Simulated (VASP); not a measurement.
LaB6:

```xyz
7
Lattice="4.1570 0.0000 0.0000 0.0000 4.1570 0.0000 0.0000 0.0000 4.1570" Properties=species:S:1:pos:R:3 pbc="T T T"
La    0.0000    0.0000    0.0000
B     2.0785    2.0785    3.3360
B     2.0785    2.0785    0.8210
B     2.0785    3.3360    2.0785
B     3.3360    2.0785    2.0785
B     2.0785    0.8210    2.0785
B     0.8210    2.0785    2.0785
```

* Program: VASP 6.6.1
* Task: relaxation of cell and atoms
* Functional: PBEsol
* Potentials or basis: VASP PAW PBE potentials, release 64 (La, B)
* Cutoff: 600 eV
* k mesh: 7 × 7 × 7
* Occupations: fermi-dirac, width 0.05 eV
* Spin: no spin polarisation

At the start: pressure -3.6 GPa; volume 10.26 Å³/atom.

Q: Where does the relaxation end?

A: Over 6 steps the energy falls by 4.3 meV/atom and the volume is 10.07 Å³/atom (-1.9 %); space group Pm-3m (No. 221, to 0.1 Å) before and after.

The path:
| step | energy change (eV) | largest force (eV/Å) | pressure (GPa) | volume (Å³) |
| --- | --- | --- | --- | --- |
| 1 | 0.0000 | 0.5911 | -3.64 | 71.84 |
| 2 | 0.0671 | 1.4094 | 4.28 | 69.44 |
| 3 | -0.0283 | 0.0869 | -1.09 | 70.97 |
| 4 | -0.0283 | 0.1010 | -1.05 | 70.95 |
| 5 | -0.0297 | 0.0459 | 0.66 | 70.24 |
| 6 | -0.0304 | 0.0086 | 0.04 | 70.49 |

Final structure:
```cif
data_structure
_symmetry_space_group_name_H-M 'P 1'
_symmetry_Int_Tables_number 1
_cell_length_a 4.1309
_cell_length_b 4.1309
_cell_length_c 4.1309
_cell_angle_alpha 90.000
_cell_angle_beta 90.000
_cell_angle_gamma 90.000
_cell_volume 70.49
loop_
_atom_site_label
_atom_site_type_symbol
_atom_site_fract_x
_atom_site_fract_y
_atom_site_fract_z
_atom_site_occupancy
La1 La 0.00000 0.00000 0.00000 1
B1 B 0.50000 0.50000 0.80047 1
B2 B 0.50000 0.50000 0.19953 1
B3 B 0.50000 0.80047 0.50000 1
B4 B 0.80047 0.50000 0.50000 1
B5 B 0.50000 0.19953 0.50000 1
B6 B 0.19953 0.50000 0.50000 1
```

Caveat: the PAW data sets were made with another functional, which shifts forces and pressure a little; an odd number of electrons without spin polarisation forces a metal; a magnetic or distorted state may lie lower.
